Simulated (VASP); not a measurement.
A run of VASP 6.6.1 is set up as follows.

INCAR

```
ALGO = Normal ; EDIFF = 1E-6
ENCUT = 520 ; GGA = PE
ISIF = 2 ; ISMEAR = 0
LASPH = T ; LCHARG = T
LELF = T ; LREAL = F
LVHAR = T ; LWAVE = F
NBANDS = 46 ; NELM = 100
PREC = Accurate ; SIGMA = 0.05
```

File KPOINTS:

```
k-points
0
Gamma
  9 9 4
```

File POSCAR:

```
ZnS
1.0
    3.9328346672      0.0000000000      0.0000000000
   -1.9664173336      3.4059347307      0.0000000000
    0.0000000000      0.0000000000     11.4012877001
Zn S
4 4
Direct
    0.0000000000      0.0000000000      0.0000492057
    0.0000000000      0.0000000000      0.5000492057
    0.3333333333      0.6666666667      0.2500242903
    0.6666666667      0.3333333333      0.7500242903
    0.0000000000      0.0000000000      0.1872905901
    0.0000000000      0.0000000000      0.6872905901
    0.3333333333      0.6666666667      0.4376359138
    0.6666666667      0.3333333333      0.9376359138
```

Potentials or basis: VASP PAW PBE potentials, release 64 (Zn, S).

The run is started by

```sh
$ cat potpaw_PBE.64/Zn/POTCAR potpaw_PBE.64/S/POTCAR > POTCAR
$ mpirun -np 1 vasp_std > vasp.out
```

Question: Estimate the band gap on the k mesh.

Answer: 2.09 eV.

Question: Predict the pressure.

Answer: 6.8 GPa.

Question: Predict the largest force.

Answer: 1.513 eV/Å.

Forces in eV/Å, atoms in the order of the input:
```
Zn   0.000  0.000 -1.500
Zn   0.000  0.000 -1.500
Zn   0.000  0.000 -1.480
Zn   0.000  0.000 -1.480
S    0.000  0.000  1.467
S    0.000  0.000  1.467
S    0.000  0.000  1.513
S    0.000  0.000  1.513
```

Caveat: the cell stands under pressure; an odd mesh through Γ misses points on the zone boundary, where band edges can lie; forces of over 1 eV/Å act on the atoms, so gaps and moduli don't describe the material at rest.
